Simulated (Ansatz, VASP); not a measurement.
# Two plane-wave programs on Rb

```
CELL_PARAMETERS angstrom
0.00000 5.06744 5.06744
5.06744 0.00000 5.06744
5.06744 5.06744 0.00000
ATOMIC_POSITIONS crystal
Rb 0.87500 0.87500 0.87500
Rb 0.12500 0.12500 0.12500
```

Alike in both runs: functional PBEsol; k mesh 8 × 8 × 8; occupations fermi-dirac, width 0.05 eV; no spin polarisation.

Ansatz relaxed the structure, and its values are those at the end. VASP's run is a single point on that final structure, the one shown.

|  | VASP | Ansatz |
| --- | --- | --- |
| version | VASP 6.6.1 | Ansatz 0.2.0 |
| potentials or method | VASP PAW PBE potentials, release 64 (Rb_sv) | PAW with Ansatz's default frozen-core files, scalar-relativistic |
| plane-wave cutoff (eV) | 520 | 420 |
| valence electrons in the cell | 18 | 18 |

|  | VASP | Ansatz | Ansatz less VASP |
| --- | --- | --- | --- |
| pressure (GPa) | 0.0 | 0.0 | 0.00 |

VASP's potentials were made for PBE, not for PBEsol.
